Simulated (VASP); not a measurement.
# WSe2 in VASP: notebook

The runs below take WSe2 through single point, with PBEsol.

Program: VASP 6.6.1. These are calculated values, not measurements. Logs are shortened: lines on timing, memory, paths and dates and some standing lists are left out, and cuts for length are marked.

## 1. The cell of the first run

The cell holds a slab with vacuum, 3 atoms: a = 3.221 Å, b = 3.221 Å, c = 16.411 Å, α = 90.00°, β = 90.00°, γ = 120.00°.

## 2. Single point, PBEsol (strain -0.015 along x and y, -0.015 along z)

File INCAR:

```
PREC = Accurate
ENCUT = 520
EDIFF = 1E-7
ISMEAR = 0
SIGMA = 0.05
LREAL = F
LASPH = T
NELM = 100
ALGO = Normal
ISIF = 2
LWAVE = F
LCHARG = T
GGA = PS
LELF = T
LVHAR = T
NBANDS = 20
```

File KPOINTS:

```
Automatic mesh
0
Gamma
  12 12 2
```

File POSCAR:

```
WSe2
1.0
    3.2211988882      0.0000000000      0.0000000000
   -1.6105994441      2.7896400678      0.0000000000
    0.0000000000      0.0000000000     16.4112988180
W Se
1 2
Direct
    0.0000000000      0.0000000000      0.0000000000
    0.3333333333      0.6666666667      0.1003992715
    0.3333333333      0.6666666667      0.8996007285
```

Potentials or basis: VASP PAW PBE potentials, release 64 (W_sv, Se).

Command:

```console
$ cat potpaw_PBE.64/W_sv/POTCAR potpaw_PBE.64/Se/POTCAR > POTCAR
$ mpirun -np 1 vasp_std > vasp.out
```

OUTCAR:

```text
PREC = Accurate
   ENCUT = 520
   EDIFF = 1E-7
   ISMEAR = 0
   LREAL = F
   LASPH = T
   NELM = 100
   ISIF = 2
   GGA = PS

 ion  position               nearest neighbor table
   1  0.000  0.000  0.000-   2 2.48   3 2.48   2 2.48   3 2.48   2 2.48   3 2.48
   2  0.333  0.667  0.100-   1 2.48   1 2.48   1 2.48
   3  0.333  0.667  0.900-   1 2.48   1 2.48   1 2.48

  LATTYP: Found a hexagonal cell.
 ALAT       =     3.2211988882
 C/A-ratio  =     5.0947797350

  Lattice vectors:

 A1 = (   3.2211988882,   0.0000000000,   0.0000000000)
 A2 = (  -1.6105994441,   2.7896400678,   0.0000000000)
 A3 = (   0.0000000000,   0.0000000000,  16.4112988180)

Analysis of symmetry for initial positions (statically):
=====================================================================
 Subroutine PRICEL returns:
 Original cell was already a primitive cell.

 Routine SETGRP: Setting up the symmetry group for a
 hexagonal supercell.

 Subroutine GETGRP returns: Found 12 space group operations
 (whereof 12 operations were pure point group operations)
 out of a pool of 24 trial point group operations.

The static configuration has the point symmetry D_3h.

Analysis of symmetry for dynamics (positions and initial velocities):
=====================================================================
 Subroutine PRICEL returns:
 Original cell was already a primitive cell.

 Routine SETGRP: Setting up the symmetry group for a
 hexagonal supercell.

 Subroutine GETGRP returns: Found 12 space group operations
 (whereof 12 operations were pure point group operations)
 out of a pool of 24 trial point group operations.

The dynamic configuration has the point symmetry D_3h.

 Subroutine INISYM returns: Found 12 space group operations
 (whereof 12 operations are pure point group operations),
 and found     1 'primitive' translations

----------------------------------------------------------------------------------------

                                     Primitive cell

  volume of cell :     147.4717

  direct lattice vectors                    reciprocal lattice vectors
     3.221198888  0.000000000  0.000000000     0.310443420  0.179234592  0.000000000
    -1.610599444  2.789640068  0.000000000     0.000000000  0.358469184  0.000000000
     0.000000000  0.000000000 16.411298818     0.000000000  0.000000000  0.060933629

  length of vectors
     3.221198888  3.221198888 16.411298818     0.358469184  0.358469184  0.060933629

  position of ions in fractional coordinates (direct lattice)
     0.000000000  0.000000000  0.000000000
     0.333333333  0.666666667  0.100399272
     0.333333333  0.666666667  0.899600728

  ion indices of the primitive-cell ions
   primitive index   ion index
                 1           1
                 2           2
                 3           3

----------------------------------------------------------------------------------------

 KPOINTS: Automatic mesh

Automatic generation of k-mesh.
 Grid dimensions read from file:
 generate k-points for:   12   12    2

 Generating k-lattice:

  Cartesian coordinates                     Fractional coordinates (reciprocal lattice)
     0.025870285  0.014936216  0.000000000     0.083333333  0.000000000  0.000000000
     0.000000000  0.029872432  0.000000000     0.000000000  0.083333333  0.000000000
     0.000000000  0.000000000  0.030466815     0.000000000  0.000000000  0.500000000

  Length of vectors
     0.029872432  0.029872432  0.030466815

  Shift w.r.t. Gamma in fractional coordinates (k-lattice)
     0.000000000  0.000000000  0.000000000

 Subroutine IBZKPT returns following result:
 ===========================================

 Found     38 irreducible k-points:

 Following reciprocal coordinates:
            Coordinates               Weight
  0.000000  0.000000  0.000000      1.000000
  0.083333  0.000000  0.000000      6.000000
  0.166667  0.000000  0.000000      6.000000
  0.250000  0.000000  0.000000      6.000000
  0.333333  0.000000  0.000000      6.000000
  0.416667  0.000000  0.000000      6.000000
[... 16 lines left out ...]
  0.250000  0.000000  0.500000      6.000000
  0.333333  0.000000  0.500000      6.000000
 [... further k-points ...]
   k-points           NKPTS =     38   k-points in BZ     NKDIM =     38   number of bands    NBANDS=     20
   number of dos      NEDOS =    301   number of ions     NIONS =      3
   total plane-waves  NPLWV =  72576
   dimension x,y,z NGX =    24 NGY =   24 NGZ =  126
   dimension x,y,z NGXF=    48 NGYF=   48 NGZF=  252
   ions per type =               1   2
   NGX,Y,Z   is equivalent  to a cutoff of  12.39, 12.39, 12.76 a.u.
   NGXF,Y,Z  is equivalent  to a cutoff of  24.77, 24.77, 25.53 a.u.
 SYSTEM =  unknown system
   PREC   = accura    normal or accurate (medium, high low for compatibility)
   ISTART =      0    job   : 0-new  1-cont  2-samecut
   ICHARG =      2    charge: 1-file 2-atom 10-const
   ISPIN  =      1    spin polarized calculation?
   LNONCOLLINEAR =      F non collinear calculations
   LSORBIT =      F    spin-orbit coupling
   LASPH  =      T    aspherical Exc in radial PAW
   ENCUT  =  520.0 eV  38.22 Ry    6.18 a.u.   5.99  5.99 30.51*2*pi/ulx,y,z
   NELM   =    100;   NELMIN=  2; NELMDL= -5     # of ELM steps
   EDIFF  = 0.1E-06   stopping-criterion for ELM
   LREAL  =      F    real-space projection
   EDIFFG = 0.1E-05   stopping-criterion for IOM
   NSW    =      0    number of steps for IOM
   IBRION =     -1    ionic relax: 0-MD 1-quasi-New 2-CG
   NFREE  =      0    steps in history (QN), initial steepest desc. (CG)
   ISIF   =      2    stress and relaxation
   ISYM   =      2    0-nonsym 1-usesym 2-fastsym
   POTIM  = 0.5000    time-step for ionic-motion
   TEBEG  =    0.0;   TEEND  =   0.0 temperature during run
   PSTRESS=    0.0 pullay stress
   NELECT =      26.0000    total number of electrons
   NUPDOWN=      -1.0000    fix difference up-down
   EMIN   =  10.00;   EMAX   =-10.00  energy-range for DOS
   EFERMI =   0.00;   METHOD = LEGACY
   ISMEAR =     0;   SIGMA  =   0.05  broadening in eV -4-tet -1-fermi 0-gaus
   EFERMI_NEDOS =   21; number of points for ismear=-14 and -15
   IALGO  =     38    algorithm
   IMIX   =      4    mixing-type and parameters
     AMIX     =   0.40;   BMIX     =  1.00
     AMIX_MAG =   1.60;   BMIX_MAG =  1.00
  volume/ion in A,a.u.               =      49.16       331.73
  Fermi-wavevector in a.u.,A,eV,Ry     =   0.917973  1.734717 11.465272  0.842674
  Thomas-Fermi vector in A             =   2.043002
   LORBIT       =      0    0 simple, 1 ext, 2 COOP (PROOUT), +10 PAW based schemes
   GGA     = PS    functional components
   LHFCALC =     F    Hartree Fock is set to
   AEXX    =    0.0000 exact exchange contribution
   IVDW    =     0    specifies the selected vdW correction
   LEPSILON=     F    determine dielectric tensor
   LRPA    =     F    only Hartree local field effects (RPA)
 non-spin polarized calculation
 Gauss-broadening in eV      SIGMA  =   0.05
  energy-cutoff  :      520.00
  volume of cell :      147.47
 maximum number of plane-waves:      4020
 NGX is ok and might be reduce to    24
   NGX = 11   NGY = 11   NGZ = 61

 number of electron      26.0000006 magnetization

 Free energy of the ion-electron system (eV)
  ---------------------------------------------------
  ext. energy  EPLUGINS =         0.00000000
  ---------------------------------------------------
  free energy    TOTEN  =       -23.16977367 eV

  energy without entropy =      -23.16977367  energy(sigma->0) =      -23.16977367

 E-fermi :  -0.3292     XC(G=0):  -4.9594

 val. band max:       -0.6463276306   @ k =   0.3333   0.3333   0.5000
 cond. band min:       1.1220242676   @ k =   0.1667   0.1667   0.0000
 fundamental gap:      1.7683518982
 Fermi energy:        -0.3292461381

 k-point     1 :       0.0000    0.0000    0.0000
  band No.  band energies     occupation
      1     -74.4643      2.00000
      2     -38.7886      2.00000
      3     -38.5949      2.00000
      4     -38.5949      2.00000
      5     -15.8196      2.00000
      6     -14.3865      2.00000
[... 12 lines left out ...]
     19       4.3896      0.00000
     20       4.8209      0.00000

 k-point     2 :       0.0833    0.0000    0.0000
  band No.  band energies     occupation
      1     -74.4633      2.00000
      2     -38.7845      2.00000
      3     -38.6156      2.00000
      4     -38.5996      2.00000
      5     -15.7028      2.00000
      6     -14.3305      2.00000
[... 12 lines left out ...]
     19       4.5359      0.00000
     20       5.2558      0.00000

 k-point     3 :       0.1667    0.0000    0.0000
  band No.  band energies     occupation
      1     -74.4606      2.00000
      2     -38.7734      2.00000
      3     -38.6716      2.00000
      4     -38.6127      2.00000
      5     -15.3674      2.00000
      6     -14.1698      2.00000
[... 12 lines left out ...]
     19       4.9450      0.00000
     20       5.8883      0.00000

 k-point     4 :       0.2500    0.0000    0.0000
  band No.  band energies     occupation
      1     -74.4570      2.00000
      2     -38.7582      2.00000
      3     -38.7474      2.00000
      4     -38.6304      2.00000
      5     -14.8608      2.00000
      6     -13.9294      2.00000
[... 12 lines left out ...]
     19       5.5578      0.00000
     20       6.3121      0.00000

 k-point     5 :       0.3333    0.0000    0.0000
  band No.  band energies     occupation
      1     -74.4534      2.00000
      2     -38.8221      2.00000
      3     -38.7429      2.00000
      4     -38.6480      2.00000
      5     -14.2726      2.00000
      6     -13.6580      2.00000
[... 12 lines left out ...]
     19       6.1767      0.00000
     20       6.1830      0.00000
[... 353 lines left out ...]
      6     -14.3305      2.00000
[... 12 lines left out ...]
     19       4.3046      0.00000
     20       5.6015      0.00000

 k-point    22 :       0.1667    0.0000    0.5000
  band No.  band energies     occupation
      1     -74.4606      2.00000
      2     -38.7734      2.00000
      3     -38.6716      2.00000
      4     -38.6127      2.00000
      5     -15.3674      2.00000
      6     -14.1698      2.00000
[... 12 lines left out ...]
     19       4.7591      0.00000
     20       6.2898      0.00000

 k-point    23 :       0.2500    0.0000    0.5000
  band No.  band energies     occupation
      1     -74.4570      2.00000
      2     -38.7582      2.00000
      3     -38.7474      2.00000
      4     -38.6304      2.00000
      5     -14.8608      2.00000
      6     -13.9294      2.00000
[... 12 lines left out ...]
     19       5.2836      0.00000
     20       6.8266      0.00000

 k-point    24 :       0.3333    0.0000    0.5000
  band No.  band energies     occupation
      1     -74.4534      2.00000
      2     -38.8221      2.00000
      3     -38.7429      2.00000
      4     -38.6480      2.00000
      5     -14.2726      2.00000
      6     -13.6580      2.00000
[... 12 lines left out ...]
     19       6.0318      0.00000
     20       6.2932      0.00000

 [... further k-points ...]
[... 5 lines left out ...]
  --------------------------------------------------------------------------------------
  -------------------------------------------------------------------------------------
  Total        2.6154548      2.6154548      3.0057136      0.0000000      0.0000000      0.0000000
  in kB       28.4150960     28.4150960     32.6549868      0.0000000      0.0000000      0.0000000
  external PRESSURE =      29.8283929 kB  Pullay stress =       0.0000000 kB

 VOLUME and BASIS-vectors are now :
 -----------------------------------------------------------------------------
  energy-cutoff  :      520.00
  volume of cell :      147.47
      direct lattice vectors                 reciprocal lattice vectors
     3.221198888  0.000000000  0.000000000     0.310443420  0.179234592  0.000000000
    -1.610599444  2.789640068  0.000000000     0.000000000  0.358469184  0.000000000
     0.000000000  0.000000000 16.411298818     0.000000000  0.000000000  0.060933629

 POSITION                                       TOTAL-FORCE (eV/Angst)
 -----------------------------------------------------------------------------------
      0.00000      0.00000      0.00000         0.000000     -0.000000      0.000000
     -0.00000      1.85976      1.64768        -0.000000      0.000000      0.915365
     -0.00000      1.85976     14.76362        -0.000000      0.000000     -0.915365
 -----------------------------------------------------------------------------------
    total drift:                                0.000000     -0.000000     -0.000000

  FREE ENERGIE OF THE ION-ELECTRON SYSTEM (eV)
  ---------------------------------------------------
  free  energy   TOTEN  =       -23.1697736748 eV

  energy  without entropy=      -23.1697736748  energy(sigma->0) =      -23.16977367
```

Run time: 4.2 min. Hardware: 1 thread of AMD EPYC 7R13, shared host; peak memory 0.28 GiB.

Results:

```
Free energy            : -23.1698 eV
Largest force          : 0.915 eV/Å
Band gap on the k mesh : 1.77 eV (least direct gap 1.80 eV)
```

Forces in eV/Å, atoms in the order of the input:
```
W    0.000  0.000  0.000
Se   0.000  0.000  0.915
Se   0.000  0.000 -0.915
```

Caveat: the cell differs from its parent crystal (strain -0.015 along x and y, -0.015 along z); there is no dipole correction, which matters where the two faces differ; the PAW data sets were made with another functional, which shifts forces and pressure a little; spin-orbit coupling is left out, which moves the levels of the heavy elements.

## 3. Single point, PBEsol (strain -0.030 along x and y, +0.030 along z)

File INCAR:

```
  ALGO = Normal
  EDIFF = 1E-7
  ENCUT = 520
  GGA = PS
  ISIF = 2
  ISMEAR = 0
  LASPH = True
  LCHARG = True
  LELF = True
  LREAL = False
  LVHAR = True
  LWAVE = False
  NBANDS = 20
  NELM = 60
  PREC = Accurate
  SIGMA = 0.05
```

File KPOINTS:

```
k-points
0
Gamma
  12 12 2
```

File POSCAR:

```
WSe2
1.0
    3.1721450981      0.0000000000      0.0000000000
   -1.5860725490      2.7471582394      0.0000000000
    0.0000000000      0.0000000000     17.1610535863
W Se
1 2
Direct
    0.0000000000      0.0000000000      0.0000000000
    0.3333333333      0.6666666667      0.1003992715
    0.3333333333      0.6666666667      0.8996007285
```

Potentials or basis: VASP PAW PBE potentials, release 64 (W_sv, Se).

Command:

```console
$ cat potpaw_PBE.64/W_sv/POTCAR potpaw_PBE.64/Se/POTCAR > POTCAR
$ mpirun -np 1 vasp_std > vasp.out
```

It took 4 min on 1 thread of AMD EPYC 7R13, shared host; peak memory 0.28 GiB.

It converged, with:

```
Free energy            : -23.1447 eV
Largest force          : 0.142 eV/Å
Band gap on the k mesh : 1.47 eV (least direct gap 2.17 eV)
```

Forces in eV/Å, atoms in the order of the input:
```
W    0.000  0.000  0.000
Se   0.000  0.000 -0.142
Se   0.000  0.000  0.142
```

Levels at points of the mesh, in eV from the valence-band top:
```csv
k point,band 10,band 11,band 12,band 13,band 14,band 15,band 16,band 17
"(0.00, 0.00, 0.00)",-2.04,-0.85,-0.81,-0.81,3.36,3.36,3.46,3.46
"(0.50, 0.00, 0.00)",-2.82,-2.49,-1.12,-0.52,2.91,2.99,3.76,4.60
"(0.00, 0.00, 0.50)",-2.04,-0.85,-0.81,-0.81,3.36,3.36,3.46,3.46
"(0.50, 0.00, 0.50)",-2.82,-2.49,-1.12,-0.52,2.91,2.99,3.76,4.60
```

Caveat: the cell differs from its parent crystal (strain -0.030 along x and y, +0.030 along z); there is no dipole correction, which matters where the two faces differ; the PAW data sets were made with another functional, which shifts forces and pressure a little; spin-orbit coupling is left out, which moves the levels of the heavy elements.

## 4. Single point, PBEsol (strain +0.000 along x and y, -0.030 along z)

File INCAR:

```
PREC = Accurate ; ENCUT = 520
EDIFF = 1E-7 ; ISMEAR = 0
SIGMA = 0.05 ; LREAL = F
LASPH = T ; NELM = 60
ALGO = Normal ; ISIF = 2
LWAVE = F ; LCHARG = T
GGA = PS ; LELF = T
LVHAR = T ; NBANDS = 20
```

File KPOINTS:

```
Automatic mesh
0
Gamma
  12 12 2
```

File POSCAR:

```
WSe2
1.0
    3.2702526784      0.0000000000      0.0000000000
   -1.6351263392      2.8321218963      0.0000000000
    0.0000000000      0.0000000000     16.1613805619
W Se
1 2
Direct
    0.0000000000      0.0000000000      0.0000000000
    0.3333333333      0.6666666667      0.1003992715
    0.3333333333      0.6666666667      0.8996007285
```

Command:

```console
$ cat potpaw_PBE.64/W_sv/POTCAR potpaw_PBE.64/Se/POTCAR > POTCAR
$ mpirun -np 1 vasp_std > vasp.out
```

It took 4 min on 1 thread of AMD EPYC 7R13, shared host; peak memory 0.28 GiB.

The run converged. Its results:

* Free energy: -23.1814 eV
* Largest force: 1.028 eV/Å
* Band gap on the k mesh: 1.57 eV

Forces on the atoms (eV/Å):
```
W    0.000  0.000  0.000
Se   0.000  0.000  1.028
Se   0.000  0.000 -1.028
```

Levels at points of the mesh, in eV from the valence-band top:
```tsv
k point	band 10	band 11	band 12	band 13	band 14	band 15	band 16	band 17
(0.00, 0.00, 0.00)	-2.07	-1.33	-1.33	-0.21	3.14	3.14	3.44	3.44
(0.50, 0.00, 0.00)	-3.17	-2.02	-0.99	-0.95	2.51	2.93	3.93	4.53
(0.00, 0.00, 0.50)	-2.07	-1.33	-1.33	-0.21	3.14	3.14	3.44	3.44
(0.50, 0.00, 0.50)	-3.17	-2.02	-0.99	-0.95	2.51	2.93	3.93	4.53
```

Caveat: the cell differs from its parent crystal (strain +0.000 along x and y, -0.030 along z); there is no dipole correction, which matters where the two faces differ; the PAW data sets were made with another functional, which shifts forces and pressure a little; spin-orbit coupling is left out, which moves the levels of the heavy elements.

## 5. Summary

```tsv
cell	gap on the mesh (eV)	largest force (eV/Å)
a = 3.221, b = 3.221, c = 16.411 Å, angles 90.0, 90.0, 120.0°, 3 atoms	1.77	0.92
a = 3.172, b = 3.172, c = 17.161 Å, angles 90.0, 90.0, 120.0°, 3 atoms	1.47	0.14
a = 3.270, b = 3.270, c = 16.161 Å, angles 90.0, 90.0, 120.0°, 3 atoms	1.57	1.03
```

Alike in all rows: task single point; level PBEsol; potentials or basis VASP PAW PBE potentials, release 64 (W_sv, Se); no spin polarisation; k mesh 12 × 12 × 2; cutoff (eV) 520; smearing gaussian 0.05 eV.

Caveats: there is no dipole correction, which matters where the two faces differ; the PAW data sets were made with another functional, which shifts forces and pressure a little; spin-orbit coupling is left out, which moves the levels of the heavy elements.

Total energies depend on the potentials used, so only differences within one code and one set of settings carry meaning.
